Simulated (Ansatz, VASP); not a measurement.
## One calculation of P, two programs

```
CELL_PARAMETERS angstrom
3.34300 0.00000 0.00000
-1.67150 2.89512 0.00000
0.00000 0.00000 28.00000
ATOMIC_POSITIONS crystal
P 0.33333 0.66667 0.52341
P 0.66667 0.33333 0.47659
```

Alike in both runs: task single point; functional r2SCAN; k mesh 9 × 9 × 1; occupations gaussian, width 0.02 eV; no spin polarisation.

```csv
,VASP,Ansatz
version,VASP 6.6.1,Ansatz 0.2.0
potentials or method,"VASP PAW PBE potentials, release 64 (P), cutoff 520 eV","scalar-relativistic, plane waves, PAW"
valence electrons in the cell,10,10
```

|  | VASP | Ansatz | Ansatz less VASP |
| --- | --- | --- | --- |
| gap on the k mesh at the Fermi level (eV) | 2.14 | 2.12 | -0.018 |
| least direct gap on the mesh (eV) | 2.64 | 2.62 | -0.023 |
| rms of the force components (eV/Å) | 0.962 | 0.898 | -0.0636 |

VASP's potentials were made for PBE, not for r2SCAN. Atom by atom the forces differ by 0.064 eV/Å (rms over components).
